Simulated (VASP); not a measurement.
# ZrSi2 in VASP: single point with PBEsol

Aim: the single point of ZrSi2 with PBEsol.

Everything below comes from runs of VASP 6.6.1. Logs are shortened: lines on timing, memory, paths and dates and some standing lists are left out, and cuts for length are marked.

**1. The cell of the first run**

The cell holds a slab with vacuum, 12 atoms: a = 3.657 Å, b = 3.674 Å, c = 29.453 Å, α = 90.00°, β = 90.00°, γ = 90.00°.

**2. Single point, PBEsol**

INCAR reads:

```
  PREC = Accurate
  ENCUT = 520
  EDIFF = 1E-7
  ISMEAR = 0
  SIGMA = 0.1
  LREAL = False
  LASPH = True
  NELM = 60
  ALGO = Normal
  ISIF = 2
  LWAVE = False
  LCHARG = True
  LDIPOL = True
  IDIPOL = 3
  DIPOL = 0.5 0.5 0.495
  GGA = PS
  LELF = True
  LVHAR = True
  LVACPOTAV = True
  NBANDS = 52
```

KPOINTS reads:

```
regular mesh
0
Gamma
  8 8 1
```

POSCAR reads:

```
ZrSi2
1.0
    3.6567655750      0.0000000000      0.0000000000
    0.0000000000      3.6742585520      0.0000000000
    0.0000000000      0.0000000000     29.4530958601
Si Zr
8 4
Direct
    0.2500000000      0.5000000000      0.2885944500
    0.7500000000      0.0000000000      0.2888237112
    0.2500000000      0.0000000000      0.3856604807
    0.7500000000      0.0000000000      0.4390303289
    0.2500000000      0.0000000000      0.5365450544
    0.7500000000      0.5000000000      0.5364679289
    0.2500000000      0.5000000000      0.6357949184
    0.7500000000      0.5000000000      0.6921017084
    0.7500000000      0.5000000000      0.3605579082
    0.2500000000      0.5000000000      0.4641329015
    0.7500000000      0.0000000000      0.6077591383
    0.2500000000      0.0000000000      0.7069364486
```

Potentials or basis: VASP PAW PBE potentials, release 64 (Si, Zr_sv).

The run is started by

```bash
$ cat potpaw_PBE.64/Si/POTCAR potpaw_PBE.64/Zr_sv/POTCAR > POTCAR
$ mpirun -np 1 vasp_std > vasp.out
```

OUTCAR:

```text
PREC = Accurate
   ENCUT = 520
   EDIFF = 1E-7
   ISMEAR = 0
   LREAL = False
   LASPH = True
   NELM = 60
   ISIF = 2
   GGA = PS

 ion  position               nearest neighbor table
   1  0.250  0.500  0.289-   2 2.59   2 2.59   2 2.59   2 2.59   9 2.80   9 2.80
   2  0.750  0.000  0.289-   1 2.59   1 2.59   1 2.59   1 2.59   9 2.80   9 2.80
   3  0.250  0.000  0.386-   4 2.41   4 2.41   9 2.70   9 2.70   9 2.70   9 2.70  10 2.95  10 2.95

   4  0.750  0.000  0.439-   3 2.41   3 2.41  10 2.70  10 2.70  10 2.70  10 2.70   9 2.95   9 2.95

   5  0.250  0.000  0.537-   6 2.59   6 2.59   6 2.59   6 2.59  11 2.78  11 2.78  10 2.81  10 2.81
[... 7 lines left out ...]
   9  0.750  0.500  0.361-   3 2.70   3 2.70   3 2.70   3 2.70   1 2.80   1 2.80   2 2.80   2 2.80
                             4 2.95   4 2.95  10 3.56  10 3.56
  10  0.250  0.500  0.464-   4 2.70   4 2.70   4 2.70   4 2.70   6 2.81   6 2.81   5 2.81   5 2.81
                             3 2.95   3 2.95   9 3.56   9 3.56
  11  0.750  0.000  0.608-   7 2.72   7 2.72   7 2.72   7 2.72   5 2.78   5 2.78   6 2.79   6 2.79
                             8 3.09   8 3.09  12 3.45  12 3.45
  12  0.250  0.000  0.707-   8 2.63   8 2.63   8 2.63   8 2.63   7 2.79   7 2.79  11 3.45  11 3.45

  LATTYP: Found a simple orthorhombic cell.
 ALAT       =     3.6567655750
 B/A-ratio  =     1.0047837294
 C/A-ratio  =     8.0544118172

  Lattice vectors:

 A1 = (   3.6567655750,   0.0000000000,   0.0000000000)
 A2 = (   0.0000000000,   3.6742585520,   0.0000000000)
 A3 = (   0.0000000000,   0.0000000000,  29.4530958601)

Analysis of symmetry for initial positions (statically):
=====================================================================
 Subroutine PRICEL returns:
 Original cell was already a primitive cell.

 Routine SETGRP: Setting up the symmetry group for a
 simple orthorhombic supercell.

 Subroutine GETGRP returns: Found  4 space group operations
 (whereof  2 operations were pure point group operations)
 out of a pool of  8 trial point group operations.

The static configuration has the point symmetry C_1h.
 The point group associated with its full space group is C_2v.

Analysis of symmetry for dynamics (positions and initial velocities):
=====================================================================
 Subroutine PRICEL returns:
 Original cell was already a primitive cell.

 Routine SETGRP: Setting up the symmetry group for a
 simple orthorhombic supercell.

 Subroutine GETGRP returns: Found  4 space group operations
 (whereof  2 operations were pure point group operations)
 out of a pool of  8 trial point group operations.

[... 140 lines left out ...]
     AMIX_MAG =   1.60;   BMIX_MAG =  1.00
  volume/ion in A,a.u.               =      32.98       222.54
  Fermi-wavevector in a.u.,A,eV,Ry     =   0.960813  1.815673 12.560378  0.923162
  Thomas-Fermi vector in A             =   2.090130
   LORBIT       =      0    0 simple, 1 ext, 2 COOP (PROOUT), +10 PAW based schemes
   GGA     = PS    functional components
   LHFCALC =     F    Hartree Fock is set to
   AEXX    =    0.0000 exact exchange contribution
   IVDW    =     0    specifies the selected vdW correction
   LEPSILON=     F    determine dielectric tensor
   LRPA    =     F    only Hartree local field effects (RPA)
 non-spin polarized calculation
 Gauss-broadening in eV      SIGMA  =   0.10
  energy-cutoff  :      520.00
  volume of cell :      395.73
 maximum number of plane-waves:     10716
 NGX is ok and might be reduce to    28
   NGX = 13   NGY = 13   NGZ =109

 dipolmoment           0.000000      0.000000      0.007077 electrons x Angstroem

 number of electron      79.9999999 magnetization

 dipolmoment           0.000000      0.000000     -0.140666 electrons x Angstroem

 Free energy of the ion-electron system (eV)
  ---------------------------------------------------
  ext. energy  EPLUGINS =         0.00000000
  ---------------------------------------------------
  free energy    TOTEN  =       -87.66327090 eV

  energy without entropy =      -87.63077114  energy(sigma->0) =      -87.64702102

 E-fermi :   2.7821     XC(G=0):  -6.3150

 val. band max:        2.7653207023   @ k =   0.2500   0.2500   0.0000
 cond. band min:       2.7911363676   @ k =   0.1250   0.0000   0.0000
 fundamental gap:      0.0258156653
 Fermi energy:         2.7820696724

 k-point     1 :       0.0000    0.0000    0.0000
  band No.  band energies     occupation
      1     -45.9684      2.00000
      2     -45.5849      2.00000
      3     -45.5365      2.00000
      4     -45.5132      2.00000
      5     -24.2683      2.00000
      6     -23.9979      2.00000
[... 1309 lines left out ...]
     51       6.2867      0.00000
     52       6.4323      0.00000

 [... further k-points ...]

------------------------ aborting loop because EDIFF is reached ----------------------------------------

  FORCE on cell =-STRESS in cart. coord.  units (eV):
  Direction    XX          YY          ZZ          XY          YZ          ZX
  --------------------------------------------------------------------------------------
  -------------------------------------------------------------------------------------
  Total       -2.1798766     -1.4109994      0.9937499      0.0000000      0.0000000      0.0000000
  in kB       -8.8256095     -5.7126764      4.0233694      0.0000000      0.0000000      0.0000000
  external PRESSURE =      -3.5049722 kB  Pullay stress =       0.0000000 kB

 VOLUME and BASIS-vectors are now :
 -----------------------------------------------------------------------------
  energy-cutoff  :      520.00
  volume of cell :      395.73
      direct lattice vectors                 reciprocal lattice vectors
     3.656765575  0.000000000  0.000000000     0.273465712  0.000000000  0.000000000
     0.000000000  3.674258552  0.000000000     0.000000000  0.272163754  0.000000000
     0.000000000  0.000000000 29.453095860     0.000000000  0.000000000  0.033952288

 POSITION                                       TOTAL-FORCE (eV/Angst)
 -----------------------------------------------------------------------------------
      0.91419      1.83713      8.50000         0.000000      0.000000     -0.179604
      2.74257      0.00000      8.50675         0.000000      0.000000     -0.261150
      0.91419      0.00000     11.35890         0.000000      0.000000     -0.346359
      2.74257      0.00000     12.93080         0.000000      0.000000      0.055325
      0.91419      0.00000     15.80291         0.000000      0.000000     -0.003359
      2.74257      1.83713     15.80064         0.000000      0.000000     -0.015626
      0.91419      1.83713     18.72613         0.000000      0.000000      0.004608
      2.74257      1.83713     20.38454         0.000000      0.000000     -0.008202
      2.74257      1.83713     10.61955         0.000000      0.000000      0.708561
      0.91419      1.83713     13.67015         0.000000      0.000000     -0.000749
      2.74257      0.00000     17.90039         0.000000      0.000000      0.030318
      0.91419      0.00000     20.82147         0.000000      0.000000      0.016235
 -----------------------------------------------------------------------------------
    total drift:                               -0.000000     -0.000000     -0.000144

  FREE ENERGIE OF THE ION-ELECTRON SYSTEM (eV)
  ---------------------------------------------------
  free  energy   TOTEN  =       -87.6632708967 eV

  energy  without entropy=      -87.6307711396  energy(sigma->0) =      -87.64702102

 vacuum level on the upper side and lower side of the slab         6.170         8.066
```

OSZICAR:

```text
N       E                     dE             d eps       ncg     rms          rms(c)
DAV:   1     0.676902004353E+03    0.67690E+03   -0.36403E+04  2768   0.132E+03
DAV:   2    -0.271285535199E+02   -0.70403E+03   -0.68223E+03  3128   0.356E+02
DAV:   3    -0.853866756196E+02   -0.58258E+02   -0.57136E+02  3796   0.831E+01
[... 29 lines left out ...]
DAV:  33    -0.876632684449E+02   -0.40956E-05   -0.33424E-07  2352   0.118E-03    0.712E-04
DAV:  34    -0.876632699760E+02   -0.15311E-05   -0.84714E-08  2272   0.652E-04    0.477E-04
DAV:  35    -0.876632705969E+02   -0.62092E-06   -0.34642E-08  1940   0.416E-04    0.323E-04
DAV:  36    -0.876632708176E+02   -0.22069E-06   -0.14524E-08  1768   0.358E-04    0.200E-04
DAV:  37    -0.876632708967E+02   -0.79094E-07   -0.80179E-09  1836   0.240E-04
   1 F= -.87663271E+02 E0= -.87647021E+02  d E =-.324998E-01
```

stdout:

```text
POSCAR found type information on POSCAR SiZr
 POSCAR found :  2 types and      12 ions
 scaLAPACK will be used
 -----------------------------------------------------------------------------
[... 23 lines left out ...]
|     Did not find any points to average over, which means that no vacuum     |
|     field-free region was found. Please increase the size of  your cell     |
|     in the dimension of the dipole correction to obtain accurate            |
|     workfunction values.                                                    |
|                                                                             |
 -----------------------------------------------------------------------------
```

It took 29 min on 1 thread of Intel Xeon Platinum 8259CL at 2.50GHz (Skylake/Cascade Lake), shared host; peak memory 0.64 GiB.

What came out:

```yaml
Free_energy: -87.6633 eV
Largest_force: 0.709 eV/Å
Band_gap_on_the_k_mesh: zero (bands 40 and 41 overlap by 0.81 eV)
```

Forces on the atoms (eV/Å):
```
Si   0.000  0.000 -0.180
Si   0.000  0.000 -0.261
Si   0.000  0.000 -0.346
Si   0.000  0.000  0.055
Si   0.000  0.000 -0.003
Si   0.000  0.000 -0.016
Si   0.000  0.000  0.005
Si   0.000  0.000 -0.008
Zr   0.000  0.000  0.709
Zr   0.000  0.000 -0.001
Zr   0.000  0.000  0.030
Zr   0.000  0.000  0.016
```

Levels at points of the mesh, in eV from the Fermi level:
| k point | band 37 | band 38 | band 39 | band 40 | band 41 | band 42 | band 43 | band 44 |
| --- | --- | --- | --- | --- | --- | --- | --- | --- |
| (0.00, 0.00, 0.00) | -1.49 | -1.24 | -0.32 | 0.19 | 0.70 | 0.99 | 1.29 | 1.69 |
| (0.50, 0.00, 0.00) | -0.43 | -0.33 | -0.08 | 0.03 | 0.55 | 0.58 | 0.95 | 1.17 |
| (0.00, 0.50, 0.00) | -0.76 | -0.41 | -0.34 | -0.32 | 0.11 | 0.26 | 1.19 | 1.22 |
| (0.50, 0.50, 0.00) | -1.90 | -1.85 | -0.34 | -0.31 | 0.26 | 0.34 | 2.33 | 2.57 |

Caveat: the PAW data sets were made with another functional, which shifts forces and pressure a little.

The gap in the log of VASP goes by the Fermi energy; the results here count the filled bands.